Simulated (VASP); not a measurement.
# WS2 (Tungstenite) (P6_3/mmc) in VASP: notebook, part 3 of 3

VASP 6.6.1. Earlier steps stand in the parts before.

## (4) Single point, r2SCAN (volume scaled by 0.97, then relaxed in part)

POSCAR reads:

```
WS2
1.0
    3.1753758786      0.0000000000      0.0000000000
   -1.5876879393      2.7499561775      0.0000000000
    0.0000000000      0.0000000000     12.7213985847
W S
2 4
Direct
    0.3333333333      0.6666666667      0.2500000000
    0.6666666667      0.3333333333      0.7500000000
    0.3333333333      0.6666666667      0.6273631168
    0.6666666667      0.3333333333      0.1273631168
    0.3333333333      0.6666666667      0.8726368832
    0.6666666667      0.3333333333      0.3726368832
```

INCAR.step1 reads:

```
PREC = Accurate
ENCUT = 520
ISMEAR = 0
SIGMA = 0.02
LREAL = F
LASPH = T
NELM = 80
NBANDS = 35
GGA = PE
ALGO = Normal
EDIFF = 1E-4
LWAVE = T
LCHARG = F
```

INCAR.step2 reads:

```
PREC = Accurate
ENCUT = 520
EDIFF = 1E-6
ISMEAR = 0
SIGMA = 0.02
LREAL = F
LASPH = T
NELM = 80
ALGO = Normal
ISIF = 2
LWAVE = F
LCHARG = F
METAGGA = R2SCAN
LMIXTAU = T
NBANDS = 35
ISTART = 1
```

KPOINTS reads:

```
regular mesh
0
Gamma
  12 12 4
```

Potentials or basis: VASP PAW PBE potentials, release 64 (W_sv, S).

On the command line:

```bash
cat potpaw_PBE.64/W_sv/POTCAR potpaw_PBE.64/S/POTCAR > POTCAR
cp INCAR.step1 INCAR
mpirun -np 1 vasp_std > vasp.out
cp INCAR.step2 INCAR
mpirun -np 1 vasp_std > vasp.out
```

OUTCAR:

```text
PREC = Accurate
   ENCUT = 520
   EDIFF = 1E-6
   ISMEAR = 0
   LREAL = F
   LASPH = T
   NELM = 80
   ISIF = 2
   METAGGA = R2SCAN
   ISTART = 1

 ion  position               nearest neighbor table
   1  0.333  0.667  0.250-   4 2.41   6 2.41   4 2.41   6 2.41   4 2.41   6 2.41
   2  0.667  0.333  0.750-   3 2.41   5 2.41   3 2.41   5 2.41   3 2.41   5 2.41
   3  0.333  0.667  0.627-   2 2.41   2 2.41   2 2.41
   4  0.667  0.333  0.127-   1 2.41   1 2.41   1 2.41
   5  0.333  0.667  0.873-   2 2.41   2 2.41   2 2.41
   6  0.667  0.333  0.373-   1 2.41   1 2.41   1 2.41

  LATTYP: Found a hexagonal cell.
 ALAT       =     3.1753758786
 C/A-ratio  =     4.0062654221

  Lattice vectors:

 A1 = (   3.1753758786,   0.0000000000,   0.0000000000)
 A2 = (  -1.5876879393,   2.7499561775,   0.0000000000)
 A3 = (   0.0000000000,   0.0000000000,  12.7213985847)

Analysis of symmetry for initial positions (statically):
=====================================================================
 Subroutine PRICEL returns:
 Original cell was already a primitive cell.

 Routine SETGRP: Setting up the symmetry group for a
 hexagonal supercell.

 Subroutine GETGRP returns: Found 24 space group operations
 (whereof 12 operations were pure point group operations)
 out of a pool of 24 trial point group operations.

The static configuration has the point symmetry D_3d.
 The point group associated with its full space group is D_6h.

Analysis of symmetry for dynamics (positions and initial velocities):
=====================================================================
 Subroutine PRICEL returns:
 Original cell was already a primitive cell.

 Routine SETGRP: Setting up the symmetry group for a
 hexagonal supercell.

 Subroutine GETGRP returns: Found 24 space group operations
 (whereof 12 operations were pure point group operations)
 out of a pool of 24 trial point group operations.

The dynamic configuration has the point symmetry D_3d.
 The point group associated with its full space group is D_6h.

 Subroutine INISYM returns: Found 24 space group operations
 (whereof 12 operations are pure point group operations),
 and found     1 'primitive' translations

----------------------------------------------------------------------------------------

                                     Primitive cell

  volume of cell :     111.0851

  direct lattice vectors                    reciprocal lattice vectors
     3.175375879  0.000000000  0.000000000     0.314923347  0.181821079  0.000000000
    -1.587687939  2.749956178  0.000000000     0.000000000  0.363642158  0.000000000
     0.000000000  0.000000000 12.721398585     0.000000000  0.000000000  0.078607709

  length of vectors
     3.175375879  3.175375879 12.721398585     0.363642158  0.363642158  0.078607709

  position of ions in fractional coordinates (direct lattice)
     0.333333333  0.666666667  0.250000000
     0.666666667  0.333333333  0.750000000
     0.333333333  0.666666667  0.627363117
     0.666666667  0.333333333  0.127363117
     0.333333333  0.666666667  0.872636883
     0.666666667  0.333333333  0.372636883

  ion indices of the primitive-cell ions
   primitive index   ion index
[... 26 lines left out ...]
     0.000000000  0.000000000  0.000000000

 Subroutine IBZKPT returns following result:
 ===========================================

 Found     57 irreducible k-points:

 Following reciprocal coordinates:
            Coordinates               Weight
  0.000000  0.000000  0.000000      1.000000
  0.083333  0.000000  0.000000      6.000000
  0.166667 -0.000000  0.000000      6.000000
  0.250000 -0.000000  0.000000      6.000000
  0.333333 -0.000000  0.000000      6.000000
  0.416667 -0.000000  0.000000      6.000000
[... 16 lines left out ...]
  0.250000 -0.000000  0.250000     12.000000
  0.333333 -0.000000  0.250000     12.000000
 [... further k-points ...]
   k-points           NKPTS =     57   k-points in BZ     NKDIM =     57   number of bands    NBANDS=     35
   number of dos      NEDOS =    301   number of ions     NIONS =      6
   total plane-waves  NPLWV =  55296
   dimension x,y,z NGX =    24 NGY =   24 NGZ =   96
   dimension x,y,z NGXF=    48 NGYF=   48 NGZF=  192
   ions per type =               2   4
   NGX,Y,Z   is equivalent  to a cutoff of  12.57, 12.57, 12.55 a.u.
   NGXF,Y,Z  is equivalent  to a cutoff of  25.13, 25.13, 25.09 a.u.
 SYSTEM =  unknown system
   PREC   = accura    normal or accurate (medium, high low for compatibility)
   ISTART =      1    job   : 0-new  1-cont  2-samecut
   ICHARG =      0    charge: 1-file 2-atom 10-const
   ISPIN  =      1    spin polarized calculation?
   LNONCOLLINEAR =      F non collinear calculations
   LSORBIT =      F    spin-orbit coupling
   LASPH  =      T    aspherical Exc in radial PAW
   ENCUT  =  520.0 eV  38.22 Ry    6.18 a.u.   5.90  5.90 23.65*2*pi/ulx,y,z
   NELM   =     80;   NELMIN=  2; NELMDL=  0     # of ELM steps
   EDIFF  = 0.1E-05   stopping-criterion for ELM
   LREAL  =      F    real-space projection
   EDIFFG = 0.1E-04   stopping-criterion for IOM
   NSW    =      0    number of steps for IOM
   IBRION =     -1    ionic relax: 0-MD 1-quasi-New 2-CG
   NFREE  =      0    steps in history (QN), initial steepest desc. (CG)
   ISIF   =      2    stress and relaxation
   ISYM   =      2    0-nonsym 1-usesym 2-fastsym
   POTIM  = 0.5000    time-step for ionic-motion
   TEBEG  =    0.0;   TEEND  =   0.0 temperature during run
   PSTRESS=    0.0 pullay stress
   NELECT =      52.0000    total number of electrons
   NUPDOWN=      -1.0000    fix difference up-down
   EMIN   =  10.00;   EMAX   =-10.00  energy-range for DOS
   EFERMI =   0.00;   METHOD = LEGACY
   ISMEAR =     0;   SIGMA  =   0.02  broadening in eV -4-tet -1-fermi 0-gaus
   EFERMI_NEDOS =   21; number of points for ismear=-14 and -15
   IALGO  =     38    algorithm
   IMIX   =      4    mixing-type and parameters
     AMIX     =   0.40;   BMIX     =  1.00
     AMIX_MAG =   1.60;   BMIX_MAG =  1.00
  volume/ion in A,a.u.               =      18.51       124.94
  Fermi-wavevector in a.u.,A,eV,Ry     =   1.271132  2.402091 21.983978  1.615777
  Thomas-Fermi vector in A             =   2.404082
   LORBIT       =      0    0 simple, 1 ext, 2 COOP (PROOUT), +10 PAW based schemes
   METAGGA = R2SCAN    functional components
   LHFCALC =     F    Hartree Fock is set to
   AEXX    =    0.0000 exact exchange contribution
   IVDW    =     0    specifies the selected vdW correction
   LEPSILON=     F    determine dielectric tensor
   LRPA    =     F    only Hartree local field effects (RPA)
 non-spin polarized calculation
 Gauss-broadening in eV      SIGMA  =   0.02
  energy-cutoff  :      520.00
  volume of cell :      111.09
 maximum number of plane-waves:      3024
 NGX is ok and might be reduce to    24
   NGX = 11   NGY = 11   NGZ = 47

 number of electron      51.9999996 magnetization

 Free energy of the ion-electron system (eV)
  ---------------------------------------------------
  ext. energy  EPLUGINS =         0.00000000
  ---------------------------------------------------
  free energy    TOTEN  =      -140.15832240 eV

  energy without entropy =     -140.15832240  energy(sigma->0) =     -140.15832240

 E-fermi :   7.0571     XC(G=0): -11.3594

 val. band max:        6.7488501930   @ k =   0.0000   0.0000   0.0000
 cond. band min:       8.0075235525   @ k =   0.1667   0.1667   0.0000
 fundamental gap:      1.2586733595
 Fermi energy:         7.0570627800

 k-point     1 :       0.0000    0.0000    0.0000
  band No.  band energies     occupation
      1     -69.8035      2.00000
      2     -69.8034      2.00000
      3     -33.3972      2.00000
      4     -33.3972      2.00000
      5     -33.2363      2.00000
      6     -33.2363      2.00000
[... 901 lines left out ...]
     34      10.9821      0.00000
     35      13.1018      0.00000

 [... further k-points ...]
[... 5 lines left out ...]
  --------------------------------------------------------------------------------------
  -------------------------------------------------------------------------------------
  Total        0.6710050      0.6710050      0.6078879      0.0000000     -0.0000000      0.0000000
  in kB        9.6778877      9.6778877      8.7675507      0.0000000     -0.0000000      0.0000000
  external PRESSURE =       9.3744421 kB  Pullay stress =       0.0000000 kB

 VOLUME and BASIS-vectors are now :
 -----------------------------------------------------------------------------
  energy-cutoff  :      520.00
  volume of cell :      111.09
      direct lattice vectors                 reciprocal lattice vectors
     3.175375879  0.000000000  0.000000000     0.314923347  0.181821079  0.000000000
    -1.587687939  2.749956178  0.000000000     0.000000000  0.363642158  0.000000000
     0.000000000  0.000000000 12.721398585     0.000000000  0.000000000  0.078607709

 POSITION                                       TOTAL-FORCE (eV/Angst)
 -----------------------------------------------------------------------------------
     -0.00000      1.83330      3.18035        -0.000000      0.000000      0.000000
      1.58769      0.91665      9.54105         0.000000      0.000000      0.000000
     -0.00000      1.83330      7.98094        -0.000000      0.000000     -0.022079
      1.58769      0.91665      1.62024         0.000000     -0.000000     -0.022079
     -0.00000      1.83330     11.10116        -0.000000      0.000000      0.022079
      1.58769      0.91665      4.74046         0.000000     -0.000000      0.022079
 -----------------------------------------------------------------------------------
    total drift:                               -0.000000      0.000000     -0.000000

  FREE ENERGIE OF THE ION-ELECTRON SYSTEM (eV)
  ---------------------------------------------------
  free  energy   TOTEN  =      -140.1583223995 eV

  energy  without entropy=     -140.1583223995  energy(sigma->0) =     -140.15832240
```

Run time: 22 min. Hardware: 1 thread of AMD EPYC 7R13, shared host; peak memory 0.32 GiB.

What came out:

```
Free energy            : -140.1583 eV
Pressure               : 0.9 GPa
Largest force          : 0.022 eV/Å
Band gap on the k mesh : 1.26 eV, indirect (least direct gap 1.89 eV)
```

Forces on the atoms (eV/Å):
```
W    0.000  0.000  0.000
W    0.000  0.000  0.000
S    0.000  0.000 -0.022
S    0.000  0.000 -0.022
S    0.000  0.000  0.022
S    0.000  0.000  0.022
```

Caveat: the PAW data sets were made with another functional, which shifts forces and pressure a little; spin-orbit coupling is left out, which moves the levels of the heavy elements.

## (5) Summary

```csv
cell,gap on the mesh (eV),pressure (GPa),largest force (eV/Å)
"a = 3.182, b = 3.182, c = 13.061 Å, angles 90.0, 90.0, 120.0°, 6 atoms",1.38,0.1,0.02
"a = 3.166, b = 3.166, c = 12.402 Å, angles 90.0, 90.0, 120.0°, 6 atoms",1.13,2.2,0.03
"a = 3.175, b = 3.175, c = 12.721 Å, angles 90.0, 90.0, 120.0°, 6 atoms",1.26,0.9,0.02
```

Alike in all rows: task single point; level r2SCAN; potentials or basis VASP PAW PBE potentials, release 64 (W_sv, S); no spin polarisation; k mesh 12 × 12 × 4; cutoff (eV) 520; smearing gaussian 0.02 eV.

Caveats: the PAW data sets were made with another functional, which shifts forces and pressure a little; spin-orbit coupling is left out, which moves the levels of the heavy elements.

Absolute energies hang on the potentials; compare differences alone.
